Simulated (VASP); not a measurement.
Here is a VASP 6.6.1 calculation.

Contents of INCAR:

```
SYSTEM = KF
PREC = Accurate
ENCUT = 520
EDIFF = 1E-7
ISMEAR = 0
SIGMA = 0.05
LREAL = .FALSE.
LASPH = .TRUE.
NELM = 80
ALGO = Normal
ISIF = 2
LWAVE = .FALSE.
LCHARG = .FALSE.
NBANDS = 15
```

The input KPOINTS:

```
Automatic mesh
0
G
  8 8 8
  0 0 0
```

File POSCAR:

```
KF
1.0
    0.0826015185      2.5958323043      2.5958323043
    2.5958323043      0.0826015185      2.5958323043
    2.5958323043      2.5958323043      0.0826015185
K F
1 1
Direct
    0.0000000000      0.0000000000      0.0000000000
    0.5000000000      0.5000000000      0.5000000000
```

Potentials or basis: VASP PAW LDA potentials, release 64 (K_sv, F).

Launch:

```sh
$ cat potpaw_LDA.64/K_sv/POTCAR potpaw_LDA.64/F/POTCAR > POTCAR
$ mpirun -np 1 vasp_std > vasp.out
```

Estimate the pressure.

1.7 GPa.

What does it give for the band gap on the k mesh?

6.51 eV, direct.

Stress tensor (GPa, compression positive):
```
 1.74 -0.45 -0.45
-0.45  1.74 -0.45
-0.45 -0.45  1.74
```

A k mesh can miss the band edges.
